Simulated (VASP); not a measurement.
The system is MgO.

```
CELL_PARAMETERS angstrom
0.00000 2.10850 2.10850
2.10850 0.00000 2.10850
2.10850 2.10850 0.00000
ATOMIC_POSITIONS crystal
Mg 0.00000 0.00000 0.00000
O 0.50000 0.50000 0.50000
```

| Quantity | Value |
| --- | --- |
| Program | VASP 6.6.1 |
| Task | relaxation of cell and atoms |
| Functional | LDA |
| Potentials or basis | VASP PAW LDA potentials, release 64 (Mg_sv, O) |
| Cutoff | 840 eV |
| k mesh | 10 × 10 × 10 |
| Occupations | gaussian, width 0.02 eV |
| Spin | no spin polarisation |

At the start: pressure -6.1 GPa; volume 9.37 Å³/atom.

Q: Where does the relaxation end?

A: Over 3 steps the energy falls by 6.6 meV/atom and the volume is 9.03 Å³/atom (-3.6 %); space group Fm-3m (No. 225, to 0.1 Å) before and after.

The path:
```
step  energy change (eV)  largest force (eV/Å)  pressure (GPa)  volume (Å³)
   1              0.0000                0.0000           -6.07        18.75
   2             -0.0109                0.0000            2.70        17.80
   3             -0.0132                0.0000            0.00        18.07
```

Final structure:
```xyz
2
Lattice="0.0000 2.0828 2.0828 2.0828 0.0000 2.0828 2.0828 2.0828 0.0000" Properties=species:S:1:pos:R:3 pbc="T T T"
Mg    0.0000    0.0000    0.0000
O     2.0828    2.0828    2.0828
```
